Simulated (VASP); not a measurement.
Wanted: the native input for a VASP 6.6.1 run.

```
Task                   : single point
Functional             : PBE
Potentials or basis    : VASP PAW PBE potentials, release 64 (B, P)
Cutoff                 : 520 eV
k mesh                 : 12 × 12 × 12
Occupations            : gaussian, width 0.1 eV
Spin                   : no spin polarisation
Dipole correction      : no
Further INCAR settings : ALGO = Normal; EDIFF = 1e-06; NBANDS = 34
```

The structure of B2P lies in POSCAR:

```
B2P
1.0
   -2.3556548024      2.3556548024      5.6273395295
    2.3556548024     -2.3556548024      5.6273395295
    2.3556548024      2.3556548024     -5.6273395295
B P
8 4
Direct
    0.8154553097      0.8154553097      0.6309106194
    0.1845446903      0.1845446903      0.3690893806
    0.5654553097      0.4345446903      0.5000000000
    0.9345446903      0.0654553097      0.5000000000
    0.9345446903      0.4345446903      0.8690893806
    0.5654553097      0.0654553097      0.1309106194
    0.1845446903      0.8154553097      0.0000000000
    0.8154553097      0.1845446903      0.0000000000
    0.3750000000      0.6250000000      0.7500000000
    0.8750000000      0.6250000000      0.2500000000
    0.3750000000      0.1250000000      0.7500000000
    0.3750000000      0.6250000000      0.2500000000
```

One way to write it, as run:

INCAR

```
SYSTEM = B2P
ALGO = Normal
EDIFF = 1E-6
ENCUT = 520
GGA = PE
ISIF = 2
ISMEAR = 0
LASPH = .TRUE.
LCHARG = .TRUE.
LELF = .TRUE.
LREAL = .FALSE.
LVHAR = .TRUE.
LWAVE = .FALSE.
NBANDS = 34
NELM = 100
PREC = Accurate
SIGMA = 0.1
```

KPOINTS

```
k-points
0
G
  12 12 12
  0 0 0
```

Potentials or basis: VASP PAW PBE potentials, release 64 (B, P).

The run is started by

```console
$ cat potpaw_PBE.64/B/POTCAR potpaw_PBE.64/P/POTCAR > POTCAR
$ mpirun -np 1 vasp_std > vasp.out
```

It gave:

```
Pressure               : -0.2 GPa
Largest force          : 0.014 eV/Å
Band gap on the k mesh : zero (bands 22 and 23 overlap by 0.66 eV)
```

Caveat: semilocal functionals underestimate gaps, and a narrow one can read as zero.

Run time: 16 min on 1 thread of Intel(R) Xeon(R) Platinum 8488C (Sapphire Rapids), with other jobs on the host, peak memory 0.68 GiB.
